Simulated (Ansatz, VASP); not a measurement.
One calculation of SiC, two programs

```
Si C
1.0
     2.21176    2.21176    0.00000
    -2.21176    2.21176    0.00000
     0.00000    0.00000    4.42352
Si C
2 2
Cartesian
  1.1059 1.1059 3.3176
  -1.1059 1.1059 1.1059
  0.0000 0.0000 0.0000
  0.0000 2.2118 2.2118
```

Alike in both runs: task single point; functional PBE; k mesh 10 × 10 × 6; occupations gaussian, width 0.02 eV; no spin polarisation.

|  | VASP | Ansatz |
| --- | --- | --- |
| version | VASP 6.6.1 | Ansatz 0.2.0 |
| potentials or method | VASP PAW PBE potentials, release 64 (Si, C), cutoff 520 eV | scalar-relativistic, plane waves, PAW |
| valence electrons in the cell | 16 | 16 |

```tsv
	VASP	Ansatz	Ansatz less VASP
gap on the k mesh at the Fermi level (eV)	1.40	1.40	+0.001
least direct gap on the mesh (eV)	1.40	1.40	+0.001
pressure (GPa)	-6.0	-6.0	+0.04
```
